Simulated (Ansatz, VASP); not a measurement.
## One calculation of CuO, two programs

File INCAR:

```
SYSTEM = CuO
ALGO     = Normal         ! electronic algorithm
EDIFF    = 1E-7           ! SCF threshold, eV
ENCUT    = 520            ! plane-wave cutoff, eV
GGA      = PS             ! functional
ISIF     = 2              ! what is computed and relaxed
ISMEAR   = -1             ! smearing method
LASPH    = .True.         ! aspherical terms in the spheres
LCHARG   = .False.        ! write CHGCAR
LDAU     = .True.         ! DFT+U
LDAUJ    = 0 0          
LDAUL    = 2 -1           ! shell
LDAUPRINT= 1            
LDAUTYPE = 2            
LDAUU    = 5 0            ! U, eV
LMAXMIX  = 4              ! l up to which the mixer works
LREAL    = .False.        ! projectors in reciprocal space
LWAVE    = .False.        ! write WAVECAR
NBANDS   = 25             ! bands
NELM     = 150            ! most SCF steps
PREC     = Accurate       ! precision mode
SIGMA    = 0.05           ! smearing width, eV
```

KPOINTS

```
k-points
0
Gamma
  10 10 5
  0 0 0
```

POSCAR

```
CuO
1.0
    2.3446500000     -1.7134000000      0.0000000000
    2.3446500000      1.7134000000      0.0000000000
   -0.8605543552      0.0000000000      5.0594363927
Cu O
2 2
Direct
    0.4968000000      0.0032000000      0.5000000000
    0.0032000000      0.4968000000      0.0000000000
    0.4056000000      0.5714000000      0.7537000000
    0.5714000000      0.4056000000      0.2537000000
```

File input.yaml:

```yaml
crystal:
  lattice:
    - [2.34465, -1.7134, 0.0]
    - [2.34465, 1.7134, 0.0]
    - [-0.8605543552, 0.0, 5.0594363927]
  atoms:
    - { symbol: Cu, position: [0.4968, 0.0032, 0.5] }
    - { symbol: Cu, position: [0.0032, 0.4968, 0.0] }
    - { symbol: O, position: [0.4056, 0.5714, 0.7537] }
    - { symbol: O, position: [0.5714, 0.4056, 0.2537] }
hamiltonian:
  xc: pbesol
  pseudopotentials: { kind: paw }
  hubbard: { sites: [{ species: Cu, l: d, u_eff: 5.0 }] }
kpoints:
  mp_grid: { grid: [10, 10, 5] }
  band_path:
    path:
      - [[0.0, 0.0, 0.0], [-0.5, -0.5, 0.0], [-0.5249462874, -0.5249462874, 0.3256415493], [-0.5, -0.5, 0.5], [-0.6336780905, -0.3663219095, 0.5]]
      - [[-0.3663219095, 0.3663219095, 0.5], [0.0, 0.0, 0.5], [-0.4750537126, -0.4750537126, 0.6743584507]]
      - [[-0.5, -0.5, 0.0], [-0.6126314136, -0.3873685864, 0.0]]
      - [[-0.3873685864, 0.3873685864, 0.0], [0.0, 0.0, 0.0], [-0.5, 0.0, 0.0]]
      - [[-0.5, 0.0, 0.5], [0.0, 0.0, 0.0]]
    npoints: 14
scf:
  occupations: { method: fermi_dirac, width: 0.05 }
  n_extra_bands: 10
output:
  forces: true
  stress: true
  eigenvalues: true
  fatbands: false
  write_density: true
  write_potential: true
  elf: true
  volumetric_format: npy
```

Alike in both runs: functional PBEsol; k mesh 10 × 10 × 5; occupations fermi-dirac, width 0.05 eV; no spin polarisation; Hubbard terms Cu d U = 5.0 eV.

|  | VASP | Ansatz |
| --- | --- | --- |
| version | VASP 6.6.1 | Ansatz 0.2.0 |
| potentials or method | VASP PAW PBE potentials, release 64 (Cu, O) | Ansatz PAW |
| plane-wave cutoff (eV) | 520 | 420 |
| valence electrons in the cell | 34 | 50 |
| task | single point | band structure |

```tsv
	VASP	Ansatz	Ansatz less VASP
gap on the k mesh at the Fermi level (eV)	none	none	-
pressure (GPa)	-6.0	-0.3	+5.73
traceless stress, the component that is largest in VASP (GPa)	2.13	1.12	-1.017
rms of the force components (eV/Å)	0.386	0.448	+0.0615
```

VASP's potentials were made for PBE, not for PBEsol. The programs project onto different local orbitals, so the same U acts differently, and such runs can settle in different states. Atom by atom the forces differ by 0.073 eV/Å (rms over components). A gap of «none» marks a metal or a gap that the smearing closes. VASP's potentials hold 34 valence electrons a cell and Ansatz's 50, so a difference there can come from the potentials and not from the codes.
